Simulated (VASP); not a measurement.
Al: single point with r2SCAN

The system is Al.

```xyz
1
Lattice="-1.5912 1.5912 1.5912 1.5912 -1.5912 1.5912 1.5912 1.5912 -1.5912" Properties=species:S:1:pos:R:3 pbc="T T T"
Al    0.0000    0.0000    0.0000
```

| Quantity | Value |
| --- | --- |
| Program | VASP 6.6.1 |
| Task | single point |
| Functional | r2SCAN |
| Potentials or basis | VASP PAW PBE potentials, release 64 (Al) |
| Cutoff | 520 eV |
| k mesh | 15 × 15 × 15 |
| Occupations | fermi-dirac, width 0.1 eV |
| Spin | no spin polarisation |
| Dipole correction | no |
| Further INCAR settings | ALGO = Normal; EDIFF = 1e-06; NBANDS = 8 |

```yaml
Pressure: 0.2 GPa
```

Levels at points of the mesh, in eV from the Fermi level:
| k point | band 1 | band 2 | band 3 | band 4 | band 5 | band 6 |
| --- | --- | --- | --- | --- | --- | --- |
| (0.00, 0.00, 0.00) | -12.03 | 14.18 | 14.18 | 14.18 | 16.28 | 16.28 |

Wall time 23 s on 1 thread of Intel(R) Xeon(R) Platinum 8488C (Sapphire Rapids), with other jobs on the host, peak memory 0.13 GiB.

Caveat: the PAW data sets were made with another functional, which shifts forces and pressure a little.
